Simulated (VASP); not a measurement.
# As (R-3m) in VASP: settings compared

The runs below take As through vibrations by perturbation theory, density of states, with LDA, PBE, RPBE.

Everything below comes from runs of VASP 6.6.1. Logs are shortened: lines on timing, memory, paths and dates and some standing lists are left out, and cuts for length are marked.

## Step 1: The cell of the first run

It takes space group R-3m (No. 166, trigonal). Conventional cell: a = 3.762 Å, b = 3.762 Å, c = 10.542 Å, α = 90.00°, β = 90.00°, γ = 120.00°. Within 3.3 Å of As (site symmetry 3m) lie 6 As at 2.51 to 3.14 Å.

## Step 2: Vibrations by perturbation theory, LDA

Input file INCAR:

```
SYSTEM = As
PREC = Accurate
ENCUT = 520
EDIFF = 1E-8
ISMEAR = -1
SIGMA = 0.05
LREAL = .FALSE.
LASPH = .TRUE.
NELM = 60
ALGO = Normal
ISIF = 2
LWAVE = .FALSE.
LCHARG = .FALSE.
GGA = CA
NBANDS = 12
IBRION = 8
NSW = 1
```

Input file KPOINTS:

```
regular mesh
0
G
  7 7 7
  0 0 0
```

Input file POSCAR:

```
As
1.0
    1.8807968987      1.0858785957      3.5140619945
   -1.8807968987      1.0858785957      3.5140619945
    0.0000000000     -2.1717571915      3.5140619945
As
2
Direct
    0.2260000000      0.2260000000      0.2260000000
    0.7740000000      0.7740000000      0.7740000000
```

Potentials or basis: VASP PAW LDA potentials, release 64 (As).

On the command line:

```sh
$ cat potpaw_LDA.64/As/POTCAR > POTCAR
$ mpirun -np 1 vasp_std > vasp.out
```

OUTCAR:

```text
SYSTEM = As
   PREC = Accurate
   ENCUT = 520
   EDIFF = 1E-8
   ISMEAR = -1
   LREAL = .FALSE.
   LASPH = .TRUE.
   NELM = 60
   ISIF = 2
   GGA = CA
   IBRION = 8
   NSW = 1

 ion  position               nearest neighbor table
   1  0.226  0.226  0.226-   2 2.51   2 2.51   2 2.51
   2  0.774  0.774  0.774-   1 2.51   1 2.51   1 2.51

  LATTYP: Found a trigonal (rhomboedric) cell.
 ALAT       =     4.1310000000
 COS(alpha) =     0.5854247172

  Lattice vectors:

 A1 = (   1.8807968987,   1.0858785957,   3.5140619945)
 A2 = (  -1.8807968987,   1.0858785957,   3.5140619945)
 A3 = (   0.0000000000,  -2.1717571915,   3.5140619945)

Analysis of symmetry for initial positions (statically):
=====================================================================
 Subroutine PRICEL returns:
 Original cell was already a primitive cell.

 Routine SETGRP: Setting up the symmetry group for a
 trigonal (rhombohedral) supercell.

 Subroutine GETGRP returns: Found 12 space group operations
 (whereof 12 operations were pure point group operations)
 out of a pool of 12 trial point group operations.

The static configuration has the point symmetry D_3d.

Analysis of symmetry for dynamics (positions and initial velocities):
=====================================================================
 Subroutine PRICEL returns:
 Original cell was already a primitive cell.

 Routine SETGRP: Setting up the symmetry group for a
 trigonal (rhombohedral) supercell.

 Subroutine GETGRP returns: Found 12 space group operations
 (whereof 12 operations were pure point group operations)
 out of a pool of 12 trial point group operations.

The dynamic configuration has the point symmetry D_3d.

 Subroutine INISYM returns: Found 12 space group operations
 (whereof 12 operations are pure point group operations),
 and found     1 'primitive' translations

----------------------------------------------------------------------------------------

                                     Primitive cell

  volume of cell :      43.0610

[... 521 lines left out ...]
     1.880796899  1.085878596  3.514061995     0.265844760  0.153485544  0.094856987
    -1.880796899  1.085878596  3.514061995    -0.265844760  0.153485544  0.094856987
     0.000000000 -2.171757191  3.514061995     0.000000000 -0.306971087  0.094856987

 POSITION                                       TOTAL-FORCE (eV/Angst)
 -----------------------------------------------------------------------------------
      0.00000     -0.00000      2.38253         0.000000     -0.000000      0.295667
      0.00000     -0.00000      8.15965         0.000000      0.000000     -0.295667
 -----------------------------------------------------------------------------------
    total drift:                                0.000000     -0.000000      0.000000

  FREE ENERGIE OF THE ION-ELECTRON SYSTEM (eV)
  ---------------------------------------------------
  free  energy   TOTEN  =       -10.7821990478 eV

  energy  without entropy=      -10.7797229602  energy(sigma->0) =      -10.78096100

[... ionic steps 2 to 3 ...]

--------------------------------------- Ionic step        4  -------------------------------------------

------------------------ aborting loop because EDIFF is reached ----------------------------------------

[... ionic steps 5 to 5 ...]

--------------------------------------- Ionic step        6  -------------------------------------------

 Free energy of the ion-electron system (eV)
  ---------------------------------------------------
  ---------------------------------------------------
  free energy    TOTEN  =        -0.04184894 eV

  energy without entropy =       -0.04184906

------------------------ aborting loop because EDIFF is reached ----------------------------------------

 INTERNAL STRAIN TENSOR  FOR ION    1  DIRECTION 3   (eV/Angst):
 -----------------------------------------------------------------------------
    -5.43156 -0.00000  0.00000
    -0.00000 -5.43156  0.00000
     0.00000  0.00000 -9.20111

 INTERNAL STRAIN TENSOR FOR ION    2 for displacements in x,y,z  (eV/Angst):
          X           Y           Z          XY          YZ          ZX
  --------------------------------------------------------------------------------
  x     0.00000     0.00000    -0.00000    -2.80069     0.00000     6.98937
  y    -2.80069     2.80069    -0.00000     0.00000     7.10354     0.00000
  z     5.43156     5.43156     9.20111     0.00000    -0.00000     0.00000

 SECOND DERIVATIVES (NOT SYMMETRIZED)
 ------------------------------------
               1X          1Y          1Z          2X          2Y          2Z
  1X    -5.144565    0.000000    0.000000    5.144565   -0.000000   -0.000000
  1Y    -0.000000   -5.144565    0.000000    0.000000    5.144565   -0.000000
  1Z     0.000000    0.000000   -9.008275    0.000000   -0.000000    9.008275
  2X     5.144565   -0.000000   -0.000000   -5.144565    0.000000    0.000000
  2Y     0.000000    5.144565   -0.000000   -0.000000   -5.144565    0.000000
  2Z     0.000000   -0.000000    9.008275    0.000000    0.000000   -9.008275

 Eigenvectors and eigenvalues of the dynamical matrix
 ----------------------------------------------------

   1 f  =    7.666230 THz    48.168345 2PiTHz  255.717915 cm-1    31.704966 meV
             X         Y         Z           dx          dy          dz
      0.000000 -0.000000  2.382534     0.000000    0.000000   -0.707107
      0.000000 -0.000000  8.159652    -0.000000   -0.000000    0.707107
[... 16 lines left out ...]
   5 f  =    0.000000 THz     0.000000 2PiTHz    0.000001 cm-1     0.000000 meV
             X         Y         Z           dx          dy          dz
      0.000000 -0.000000  2.382534     0.000001   -0.607630    0.361644
      0.000000 -0.000000  8.159652     0.000001   -0.607630    0.361644

   6 f/i=    0.000000 THz     0.000000 2PiTHz    0.000002 cm-1     0.000000 meV
             X         Y         Z           dx          dy          dz
      0.000000 -0.000000  2.382534     0.707107    0.000001   -0.000000
      0.000000 -0.000000  8.159652     0.707107    0.000001   -0.000000

--------------------------------------------------------------------------------------------------------

 ELASTIC MODULI CONTR FROM IONIC RELAXATION (kBar)
 Direction    XX          YY          ZZ          XY          YZ          ZX
 --------------------------------------------------------------------------------
 XX        -178.5816    -65.1229   -206.4190      0.0000    143.8858     -0.0000
 YY         -65.1229   -178.5816   -206.4190     -0.0000   -143.8858      0.0000
 ZZ        -206.4190   -206.4190   -349.6760     -0.0000      0.0000      0.0000
 XY           0.0000     -0.0000     -0.0000    -56.7294     -0.0000    141.5733
 YZ         143.8858   -143.8858      0.0000     -0.0000   -364.9452      0.0000
 ZX          -0.0000      0.0000      0.0000    141.5733      0.0000   -353.3088
 --------------------------------------------------------------------------------
```

Wall time 2.1 min (1 thread of Intel Xeon Platinum 8259CL at 2.50GHz (Skylake/Cascade Lake), shared host); peak memory 0.3 GiB.

Results:

* Highest phonon frequency at Γ: 256 cm⁻¹

Phonon frequencies in cm⁻¹ (negative: imaginary):
```
              q point        frequencies
(0.000, 0.000, 0.000)  0 0 0 193 193 256
```

Caveat: the cell wasn't relaxed at this level first, which shifts response properties.

## Step 3: Vibrations by perturbation theory, PBE

Edit INCAR of step 2 so:

```diff
@@ -8,3 +8,3 @@
 LASPH = .TRUE.
-NELM = 60
+NELM = 80
 ALGO = Normal
@@ -13,3 +13,3 @@
 LCHARG = .FALSE.
-GGA = CA
+GGA = PE
 NBANDS = 12
```

Input file KPOINTS:

```
Automatic mesh
0
G
  7 7 7
  0 0 0
```

POSCAR is that of step 2.

Potentials or basis: VASP PAW PBE potentials, release 64 (As).

On the command line:

```sh
$ cat potpaw_PBE.64/As/POTCAR > POTCAR
$ mpirun -np 1 vasp_std > vasp.out
```

OUTCAR:

```text
SYSTEM = As
   PREC = Accurate
   ENCUT = 520
   EDIFF = 1E-8
   ISMEAR = -1
   LREAL = .FALSE.
   LASPH = .TRUE.
   NELM = 80
   ISIF = 2
   GGA = PE
   IBRION = 8
   NSW = 1

 ion  position               nearest neighbor table
   1  0.226  0.226  0.226-   2 2.51   2 2.51   2 2.51
   2  0.774  0.774  0.774-   1 2.51   1 2.51   1 2.51

  LATTYP: Found a trigonal (rhomboedric) cell.
 ALAT       =     4.1310000000
 COS(alpha) =     0.5854247172

  Lattice vectors:

 A1 = (   1.8807968987,   1.0858785957,   3.5140619945)
 A2 = (  -1.8807968987,   1.0858785957,   3.5140619945)
 A3 = (   0.0000000000,  -2.1717571915,   3.5140619945)

Analysis of symmetry for initial positions (statically):
=====================================================================
 Subroutine PRICEL returns:
 Original cell was already a primitive cell.

 Routine SETGRP: Setting up the symmetry group for a
 trigonal (rhombohedral) supercell.

 Subroutine GETGRP returns: Found 12 space group operations
 (whereof 12 operations were pure point group operations)
 out of a pool of 12 trial point group operations.

The static configuration has the point symmetry D_3d.

Analysis of symmetry for dynamics (positions and initial velocities):
=====================================================================
 Subroutine PRICEL returns:
 Original cell was already a primitive cell.

 Routine SETGRP: Setting up the symmetry group for a
 trigonal (rhombohedral) supercell.

 Subroutine GETGRP returns: Found 12 space group operations
 (whereof 12 operations were pure point group operations)
 out of a pool of 12 trial point group operations.

The dynamic configuration has the point symmetry D_3d.

 Subroutine INISYM returns: Found 12 space group operations
 (whereof 12 operations are pure point group operations),
 and found     1 'primitive' translations

----------------------------------------------------------------------------------------

                                     Primitive cell

  volume of cell :      43.0610

  direct lattice vectors                    reciprocal lattice vectors
     1.880796899  1.085878596  3.514061995     0.265844760  0.153485544  0.094856987
    -1.880796899  1.085878596  3.514061995    -0.265844760  0.153485544  0.094856987
     0.000000000 -2.171757191  3.514061995     0.000000000 -0.306971087  0.094856987

  length of vectors
     4.131000000  4.131000000  4.131000000     0.321292852  0.321292852  0.321292852

  position of ions in fractional coordinates (direct lattice)
     0.226000000  0.226000000  0.226000000
     0.774000000  0.774000000  0.774000000

  ion indices of the primitive-cell ions
   primitive index   ion index
[... 477 lines left out ...]
      1      -8.2455      2.00000
      2      -3.3484      2.00000
      3       0.6981      2.00000
      4       1.9761      2.00000
      5       4.3899      2.00000
      6       7.2194      0.00000
      7       8.4528      0.00000
      8       9.4127      0.00000
      9      11.4336      0.00000
     10      14.4795      0.00000
     11      15.7820      0.00000
     12      16.0174      0.00000

 [... further k-points ...]
[... 5 lines left out ...]
  --------------------------------------------------------------------------------------
  -------------------------------------------------------------------------------------
  Total        1.1479850      1.1479850      0.8748692     -0.0000000     -0.0000000      0.0000000
  in kB       42.7132840     42.7132840     32.5514140     -0.0000000     -0.0000000      0.0000000
  external PRESSURE =      39.3259940 kB  Pullay stress =       0.0000000 kB

 VOLUME and BASIS-vectors are now :
 -----------------------------------------------------------------------------
  energy-cutoff  :      520.00
  volume of cell :       43.06
      direct lattice vectors                 reciprocal lattice vectors
     1.880796899  1.085878596  3.514061995     0.265844760  0.153485544  0.094856987
    -1.880796899  1.085878596  3.514061995    -0.265844760  0.153485544  0.094856987
     0.000000000 -2.171757191  3.514061995     0.000000000 -0.306971087  0.094856987

 POSITION                                       TOTAL-FORCE (eV/Angst)
 -----------------------------------------------------------------------------------
      0.00000     -0.00000      2.38253         0.000000     -0.000000      0.450755
      0.00000     -0.00000      8.15965         0.000000      0.000000     -0.450755
 -----------------------------------------------------------------------------------
    total drift:                                0.000000     -0.000000      0.000000

  FREE ENERGIE OF THE ION-ELECTRON SYSTEM (eV)
  ---------------------------------------------------
  free  energy   TOTEN  =        -9.3380919419 eV

  energy  without entropy=       -9.3356269078  energy(sigma->0) =       -9.33685942

[... ionic steps 2 to 3 ...]

--------------------------------------- Ionic step        4  -------------------------------------------

------------------------ aborting loop because EDIFF is reached ----------------------------------------

[... ionic steps 5 to 5 ...]

--------------------------------------- Ionic step        6  -------------------------------------------

 Free energy of the ion-electron system (eV)
  ---------------------------------------------------
  ---------------------------------------------------
  free energy    TOTEN  =        -0.04091364 eV

  energy without entropy =       -0.04091365

------------------------ aborting loop because EDIFF is reached ----------------------------------------

 INTERNAL STRAIN TENSOR  FOR ION    1  DIRECTION 3   (eV/Angst):
 -----------------------------------------------------------------------------
    -5.86435  0.00000  0.00000
    -0.00000 -5.86435  0.00000
     0.00000  0.00000 -9.09612

 INTERNAL STRAIN TENSOR FOR ION    2 for displacements in x,y,z  (eV/Angst):
          X           Y           Z          XY          YZ          ZX
  --------------------------------------------------------------------------------
  x     0.00000     0.00000     0.00000    -3.39307     0.00000     7.37450
  y    -3.39307     3.39307    -0.00000     0.00000     7.48808     0.00000
  z     5.86435     5.86435     9.09612    -0.00000    -0.00000     0.00000

 SECOND DERIVATIVES (NOT SYMMETRIZED)
 ------------------------------------
               1X          1Y          1Z          2X          2Y          2Z
  1X    -5.589541   -0.000000    0.000000    5.589541    0.000000    0.000000
  1Y    -0.000000   -5.589541    0.000000    0.000000    5.589541   -0.000000
  1Z     0.000000    0.000000   -9.421241    0.000000   -0.000000    9.421241
  2X     5.589541    0.000000    0.000000   -5.589541   -0.000000    0.000000
  2Y     0.000000    5.589541   -0.000000   -0.000000   -5.589541    0.000000
  2Z     0.000000   -0.000000    9.421241    0.000000    0.000000   -9.421241

 Eigenvectors and eigenvalues of the dynamical matrix
 ----------------------------------------------------

   1 f  =    7.839983 THz    49.260064 2PiTHz  261.513674 cm-1    32.423549 meV
             X         Y         Z           dx          dy          dz
      0.000000 -0.000000  2.382534     0.000000    0.000000   -0.707107
      0.000000 -0.000000  8.159652    -0.000000   -0.000000    0.707107
[... 11 lines left out ...]
   4 f  =    0.000000 THz     0.000000 2PiTHz    0.000003 cm-1     0.000000 meV
             X         Y         Z           dx          dy          dz
      0.000000 -0.000000  2.382534    -0.064283    0.650507    0.269644
      0.000000 -0.000000  8.159652    -0.064283    0.650507    0.269644

   5 f/i=    0.000000 THz     0.000000 2PiTHz    0.000002 cm-1     0.000000 meV
             X         Y         Z           dx          dy          dz
      0.000000 -0.000000  2.382534    -0.101757    0.259342   -0.649913
      0.000000 -0.000000  8.159652    -0.101757    0.259342   -0.649913

   6 f/i=    0.000000 THz     0.000000 2PiTHz    0.000003 cm-1     0.000000 meV
             X         Y         Z           dx          dy          dz
      0.000000 -0.000000  2.382534     0.696788    0.097887   -0.070035
      0.000000 -0.000000  8.159652     0.696788    0.097887   -0.070035

--------------------------------------------------------------------------------------------------------

 ELASTIC MODULI CONTR FROM IONIC RELAXATION (kBar)
 Direction    XX          YY          ZZ          XY          YZ          ZX
 --------------------------------------------------------------------------------
 XX        -212.4547    -59.1817   -210.6660      0.0000    169.1273     -0.0000
 YY         -59.1817   -212.4547   -210.6660     -0.0000   -169.1273      0.0000
 ZZ        -210.6660   -210.6660   -326.7615     -0.0000      0.0000      0.0000
 XY           0.0000     -0.0000     -0.0000    -76.6365     -0.0000    166.5619
 YZ         169.1273   -169.1273      0.0000     -0.0000   -373.2428      0.0000
 ZX          -0.0000      0.0000      0.0000    166.5619      0.0000   -362.0059
 --------------------------------------------------------------------------------
```

OSZICAR:

```text
N       E                     dE             d eps       ncg     rms          rms(c)
DAV:   1     0.298288640999E+02    0.29829E+02   -0.42333E+03  1056   0.695E+02
DAV:   2    -0.759140011435E+01   -0.37420E+02   -0.35705E+02  1424   0.114E+02
DAV:   3    -0.934645545634E+01   -0.17551E+01   -0.17480E+01  1336   0.244E+01
[... 38 lines left out ...]
RMM:   6    -0.409150643402E-01   -0.22363E-05   -0.64324E-08  1917   0.109E-03    0.615E-04
RMM:   7    -0.409137534178E-01    0.13109E-05    0.28879E-10  1918   0.530E-04    0.849E-05
RMM:   8    -0.409136816761E-01    0.71742E-07    0.10560E-09  1945   0.108E-04    0.588E-05
RMM:   9    -0.409136246979E-01    0.56978E-07   -0.57074E-10  1942   0.551E-05    0.540E-06
RMM:  10    -0.409136371749E-01   -0.12477E-07   -0.75702E-10  1841   0.104E-05    0.267E-06
RMM:  11    -0.409136397336E-01   -0.25587E-08   -0.23196E-11  1698   0.110E-05    0.306E-07
 Linear response finished
```

It took 2.5 min on 1 thread of Intel Xeon Platinum 8259CL at 2.50GHz (Skylake/Cascade Lake), shared host; peak memory 0.32 GiB.

What came out:

| Item | Value |
| --- | --- |
| Highest phonon frequency at Γ | 262 cm⁻¹ |

Phonon frequencies in cm⁻¹ (negative: imaginary):
```tsv
q point	frequencies
(0.000, 0.000, 0.000)	0 0 0 201 201 262
```

Caveat: the cell wasn't relaxed at this level first, which shifts response properties.

## Step 4: Density of states, RPBE, collinear spin, antiferromagnetic start

POSCAR is that of step 3.

Input file INCAR.step1:

```
ALGO = Normal
EDIFF = 1E-6
ENCUT = 520
GGA = RP
ISIF = 2
ISMEAR = -4
ISPIN = 2
LASPH = True
LCHARG = True
LREAL = False
LWAVE = False
MAGMOM = 0.5 -0.5
NBANDS = 16
NELM = 150
PREC = Accurate
SIGMA = 0.05
```

Input file KPOINTS.step1:

```
k-points
0
Gamma
  9 9 9
```

Input file INCAR.step2:

```
ALGO = Normal
EDIFF = 1E-6
ENCUT = 520
GGA = RP
ICHARG = 11
ISIF = 2
ISMEAR = -5
ISPIN = 2
LASPH = True
LCHARG = False
LORBIT = 10
LREAL = False
LWAVE = False
MAGMOM = 0.5 -0.5
NEDOS = 1001
NELM = 150
PREC = Accurate
SIGMA = 0.05
```

Input file KPOINTS.step2:

```
k-points
0
Gamma
  14 14 14
```

On the command line:

```sh
$ cat potpaw_PBE.64/As/POTCAR > POTCAR
$ cp INCAR.step1 INCAR
$ cp KPOINTS.step1 KPOINTS
$ mpirun -np 1 vasp_std > vasp.out
$ cp INCAR.step2 INCAR
$ cp KPOINTS.step2 KPOINTS
$ mpirun -np 1 vasp_std > vasp.out
```

It took 92 s on 1 thread of Intel Xeon 6975P-C (Granite Rapids), shared host; peak memory 0.31 GiB.

It converged, with:

```
Net moment                                            : 0.00 μB per cell
Valence electrons inside the program's atomic spheres : As 2.71
```

Levels at points of the mesh, in eV from the Fermi level:
Spin up:
| k point | band 2 | band 3 | band 4 | band 5 | band 6 | band 7 | band 8 | band 9 |
| --- | --- | --- | --- | --- | --- | --- | --- | --- |
| (0.00, 0.00, 0.00) | -5.78 | -2.52 | -2.10 | -2.10 | 1.55 | 2.86 | 2.86 | 6.84 |
| (0.50, 0.00, 0.00) | -11.13 | -2.94 | -2.85 | -0.40 | -0.33 | 0.38 | 1.40 | 9.04 |
| (0.50, 0.50, 0.00) | -9.77 | -5.98 | -4.23 | -4.20 | 1.41 | 5.45 | 6.92 | 7.29 |
| (0.50, 0.50, 0.50) | -9.96 | -1.85 | -1.85 | -0.63 | 0.74 | 0.74 | 1.86 | 8.04 |
Spin down:
```csv
k point,band 1,band 2,band 3,band 4,band 5,band 6,band 7,band 8,band 9
"(0.00, 0.00, 0.00)",-15.10,-5.78,-2.52,-2.10,-2.10,1.55,2.86,2.86,6.84
"(0.50, 0.00, 0.00)",-12.38,-11.13,-2.94,-2.85,-0.40,-0.33,0.38,1.40,9.06
"(0.50, 0.50, 0.00)",-12.33,-9.77,-5.98,-4.23,-4.20,1.41,5.45,6.92,7.29
"(0.50, 0.50, 0.50)",-13.84,-9.96,-1.85,-1.85,-0.63,0.74,0.74,1.86,8.04
```

Caveat: the PAW data sets were made with another functional, which shifts forces and pressure a little; tetrahedron occupations give inexact forces and stress in metals.
